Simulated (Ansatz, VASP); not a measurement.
## Ti: VASP beside Ansatz

The input INCAR:

```
  ALGO = Fast
  EDIFF = 1E-6
  ENCUT = 520
  GGA = PS
  ISIF = 2
  ISMEAR = 0
  LASPH = True
  LCHARG = True
  LELF = True
  LREAL = False
  LVHAR = True
  LWAVE = False
  NBANDS = 45
  NELM = 80
  PREC = Accurate
  SIGMA = 0.15
```

Contents of KPOINTS:

```
k-points
0
Gamma
  17 17 4
```

The input POSCAR:

```
Ti
1.0
   -1.4500939102     -2.5116363282      0.0000000000
    1.4500939102     -2.5116363282      0.0000000000
    0.0000000000      0.0000000000     13.7724327553
Ti
6
Direct
    0.6666666667      0.6666666667      0.0833333333
    0.6666666667      0.6666666667      0.4166666667
    0.6666666667      0.6666666667      0.7500000000
    0.3333333333      0.3333333333      0.2500000000
    0.3333333333      0.3333333333      0.5833333333
    0.3333333333      0.3333333333      0.9166666667
```

Input for Ansatz:

```yaml
crystal:
  lattice:
    - [-1.4500939102, -2.5116363282, 0.0]
    - [1.4500939102, -2.5116363282, 0.0]
    - [0.0, 0.0, 13.7724327553]
  atoms:
    - { symbol: Ti, position: [0.6666666667, 0.6666666667, 0.0833333333] }
    - { symbol: Ti, position: [0.6666666667, 0.6666666667, 0.4166666667] }
    - { symbol: Ti, position: [0.6666666667, 0.6666666667, 0.75] }
    - { symbol: Ti, position: [0.3333333333, 0.3333333333, 0.25] }
    - { symbol: Ti, position: [0.3333333333, 0.3333333333, 0.5833333333] }
    - { symbol: Ti, position: [0.3333333333, 0.3333333333, 0.9166666667] }
basis:
  ecutwfc: 520.0
kpoints:
  mp_grid: { grid: [17, 17, 4] }
hamiltonian:
  xc: pbesol
  pseudopotentials: { kind: paw, azcp: { folder: soft_1 } }
scf:
  occupations: { method: gaussian, width: 0.15 }
output:
  forces: true
  stress: true
  eigenvalues: true
  write_density: true
  write_potential: true
  elf: true
  volumetric_format: npy
```

Alike in both runs: task single point; functional PBEsol; k mesh 17 × 17 × 4; occupations gaussian, width 0.15 eV; no spin polarisation.

|  | VASP | Ansatz |
| --- | --- | --- |
| version | VASP 6.6.1 | Ansatz 0.2.0 |
| potentials or method | VASP PAW PBE potentials, release 64 (Ti_sv), cutoff 520 eV | scalar-relativistic, plane waves, PAW |
| valence electrons in the cell | 72 | 72 |

|  | VASP | Ansatz | Ansatz less VASP |
| --- | --- | --- | --- |
| gap on the k mesh at the Fermi level (eV) | none | none | - |
| pressure (GPa) | -0.3 | 0.0 | +0.28 |

VASP's potentials were made for PBE, not for PBEsol, and Ansatz warns of the same on its side. A gap of «none» marks a metal or a gap that the smearing closes. With one functional, cell and mesh, what is left measures potentials, basis and numerics.
